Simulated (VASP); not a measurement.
The system is ZrSe3.

```xyz
8
Lattice="3.2332 -4.4943 0.5438 3.2332 4.4943 0.5438 -0.9866 0.0000 5.8462" Properties=species:S:1:pos:R:3 pbc="T T T"
Zr    3.2332   -2.2477    0.5438
Zr    3.2332    2.2477    0.5438
Se    3.9797    0.0000    5.9670
Se    1.5000    0.0000    0.9667
Se    4.5135    1.4529    2.8097
Se    0.9662    1.4529    4.1240
Se    0.9662   -1.4529    4.1240
Se    4.5135   -1.4529    2.8097
```

| Property | Result |
| --- | --- |
| Program | VASP 6.6.1 |
| Task | relaxation of cell and atoms |
| Functional | r2SCAN |
| Dispersion | rVV10 |
| Potentials or basis | VASP PAW PBE potentials, release 64 (Zr_sv, Se) |
| Cutoff | 600 eV |
| k mesh | 4 × 4 × 4 |
| Occupations | fermi-dirac, width 0.03 eV |
| Spin | no spin polarisation |

At the start: pressure 2.6 GPa; volume 21.84 Å³/atom.

How do energy, volume and symmetry change on relaxing?

Over 12 steps the energy falls by 8.3 meV/atom and the volume is 22.62 Å³/atom (+3.6 %); space group Cmme (No. 67, to 0.1 Å) before and after.

Step by step:
```csv
step,energy change (eV),largest force (eV/Å),pressure (GPa),volume (Å³)
1,0.0000,0.2086,2.60,174.72
2,-0.0249,0.2754,-2.02,183.82
3,-0.0473,0.1825,-0.24,180.02
4,-0.0615,0.0943,-0.08,180.29
5,-0.0644,0.0603,0.04,180.47
6,-0.0644,0.0607,0.04,180.48
7,-0.0653,0.0389,0.03,180.66
8,-0.0656,0.0254,0.03,180.84
9,-0.0659,0.0171,-0.02,181.05
10,-0.0660,0.0142,-0.04,181.11
11,-0.0660,0.0149,-0.04,181.10
12,-0.0660,0.0089,0.05,180.97
```

Final structure:
```yaml
crystal:
  lattice:
    - [3.28985, -4.59207, 0.55416]
    - [3.28985, 4.59207, 0.55416]
    - [-0.98144, 0.00000, 5.82410]
  atoms:
    - { symbol: Zr, position: [0.75003, 0.24997, 0.00000] }
    - { symbol: Zr, position: [0.24997, 0.75003, 0.00000] }
    - { symbol: Se, position: [0.74997, 0.74997, 0.88311] }
    - { symbol: Se, position: [0.25003, 0.25003, 0.11689] }
    - { symbol: Se, position: [0.58592, 0.91407, 0.34095] }
    - { symbol: Se, position: [0.08593, 0.41408, 0.65905] }
    - { symbol: Se, position: [0.41408, 0.08593, 0.65905] }
    - { symbol: Se, position: [0.91407, 0.58592, 0.34095] }
```

Caveat: the PAW data sets were made with another functional, which shifts forces and pressure a little.
